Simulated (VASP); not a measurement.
Write the native input for VASP 6.6.1 that does the following.

```yaml
Task: single point
Functional: PBE
Potentials_or_basis: VASP PAW PBE potentials, release 64 (Al, H)
Cutoff: 520 eV
k_mesh: 18 × 18 × 18
Occupations: gaussian, width 0.1 eV
Spin: no spin polarisation
Dipole_correction: no
Further_INCAR_settings: ALGO = Normal; EDIFF = 1e-07; NBANDS = 10
```

The structure of Al2H lies in POSCAR:

```
Al2H
1.0
   -1.3985551839      2.4500417115      3.1629231614
    1.3985551839     -2.4500417115      3.1629231614
    1.3985551839      2.4500417115     -3.1629231614
Al H
2 1
Direct
    0.7303233017      0.2303233017      0.5000000000
    0.2696766983      0.7696766983      0.5000000000
    0.0000000000      0.5000000000      0.5000000000
```

The input as run:

INCAR

```
PREC = Accurate
ENCUT = 520
EDIFF = 1E-7
ISMEAR = 0
SIGMA = 0.1
LREAL = F
LASPH = T
NELM = 100
ALGO = Normal
ISIF = 2
LWAVE = F
LCHARG = F
GGA = PE
NBANDS = 10
```

KPOINTS

```
Automatic mesh
0
Gamma
  18 18 18
```

Potentials or basis: VASP PAW PBE potentials, release 64 (Al, H).

Launch:

```console
$ cat potpaw_PBE.64/Al/POTCAR potpaw_PBE.64/H/POTCAR > POTCAR
$ mpirun -np 1 vasp_std > vasp.out
```

Results of the run:

* Pressure: -0.1 GPa
* Largest force: 0.003 eV/Å
* Band gap on the k mesh: zero (an odd number of electrons rules out a gap without spin polarisation)

Run time: 2.4 min on 1 thread of Intel(R) Xeon(R) 6975P-C (Granite Rapids), on a shared host, peak memory 0.45 GiB.
